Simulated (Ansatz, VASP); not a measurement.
# Two plane-wave programs on Mo2H5

File INCAR:

```
  ALGO = Fast
  EDIFF = 1E-6
  EDIFFG = -0.01
  ENCUT = 600
  GGA = PE
  IBRION = 2
  ISIF = 3
  ISMEAR = 0
  LASPH = T
  LCHARG = F
  LREAL = F
  LWAVE = F
  NELM = 80
  NSW = 100
  PREC = Accurate
  SIGMA = 0.1
```

Contents of KPOINTS:

```
k-points
0
Gamma
  12 12 12
```

File POSCAR:

```
Mo2H5
1.0
    0.0000000000      2.9097522122      2.9097522122
    2.9097522122      0.0000000000      2.9097522122
    2.9097522122      2.9097522122      0.0000000000
H Mo
5 2
Direct
    0.1151970601      0.6282676466      0.6282676466
    0.6282676466      0.1151970601      0.6282676466
    0.6282676466      0.6282676466      0.1151970601
    0.6282676466      0.6282676466      0.6282676466
    0.5000000000      0.5000000000      0.5000000000
    0.0000000000      0.0000000000      0.0000000000
    0.2500000000      0.2500000000      0.2500000000
```

Input for Ansatz:

```yaml
crystal:
  lattice:
    - [0.0, 2.9097522122, 2.9097522122]
    - [2.9097522122, 0.0, 2.9097522122]
    - [2.9097522122, 2.9097522122, 0.0]
  atoms:
    - { symbol: H, position: [0.1151970601, 0.6282676466, 0.6282676466] }
    - { symbol: H, position: [0.6282676466, 0.1151970601, 0.6282676466] }
    - { symbol: H, position: [0.6282676466, 0.6282676466, 0.1151970601] }
    - { symbol: H, position: [0.6282676466, 0.6282676466, 0.6282676466] }
    - { symbol: H, position: [0.5, 0.5, 0.5] }
    - { symbol: Mo, position: [0.0, 0.0, 0.0] }
    - { symbol: Mo, position: [0.25, 0.25, 0.25] }
basis:
  ecutwfc: 420
kpoints:
  mp_grid: { grid: [12, 12, 12] }
hamiltonian:
  xc: pbe
scf:
  occupations: { method: gaussian, width: 0.1 }
output:
  forces: true
  stress: true
  eigenvalues: true
relax:
  adjacent_minimum: "off"
  f_tol: 0.01
  max_steps: 80
  cell: { stress_tol: 0.05 }
```

Alike in both runs: task relaxation of cell and atoms; functional PBE; k mesh 12 × 12 × 12; occupations gaussian, width 0.1 eV; no spin polarisation.

|  | VASP | Ansatz |
| --- | --- | --- |
| version | VASP 6.6.1 | Ansatz 0.2.0 |
| potentials or method | VASP PAW PBE potentials, release 64 (H, Mo_sv), cutoff 600 eV | scalar-relativistic, plane waves, PAW |
| valence electrons in the cell | 33 | 33 |

```csv
,VASP,Ansatz,Ansatz less VASP
"gap on the k mesh at the Fermi level, each at its own relaxed structure (eV)",none,none,-
relaxed volume (Å³/atom),7.06,7.05,-0.011
relaxed length of the cell vector where the two differ most in proportion (Å),4.120,4.118,-0.0021
```

A gap of «none» marks a metal or a gap that the smearing closes.
